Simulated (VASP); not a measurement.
Input of a VASP 6.6.1 run:

Contents of INCAR:

```
ALGO = Normal
EDIFF = 1E-6
ENCUT = 600
GGA = PE
GGA_COMPAT = F
ISIF = 2
ISMEAR = -1
LASPH = T
LCHARG = F
LREAL = F
LWAVE = F
NBANDS = 18
NELM = 120
PREC = Accurate
SIGMA = 0.06122561905347299
```

KPOINTS

```
k-points
0
Gamma
  4 4 4
```

Contents of POSCAR:

```
HfO2
1.0
    0.0000000000      2.5489517052      2.5489517052
    2.5489517052      0.0000000000      2.5489517052
    2.5489517052      2.5489517052      0.0000000000
Hf O
1 2
Direct
    0.0000000000      0.0000000000      0.0000000000
    0.2500000000      0.2500000000      0.2500000000
    0.7500000000      0.7500000000      0.7500000000
```

Potentials or basis: VASP PAW PBE potentials, release 64 (Hf_pv, O).

Launch:

```bash
$ cat potpaw_PBE.64/Hf_pv/POTCAR potpaw_PBE.64/O/POTCAR > POTCAR
$ mpirun -np 1 vasp_std > vasp.out
```

Predict the pressure.

-3.9 GPa.

Estimate the band gap on the k mesh.

3.76 eV, direct.

Caveat: the k points lie up to 0.53 Å⁻¹ apart; spin-orbit coupling is left out, which moves the levels of the heavy elements. A k mesh can miss the band edges.
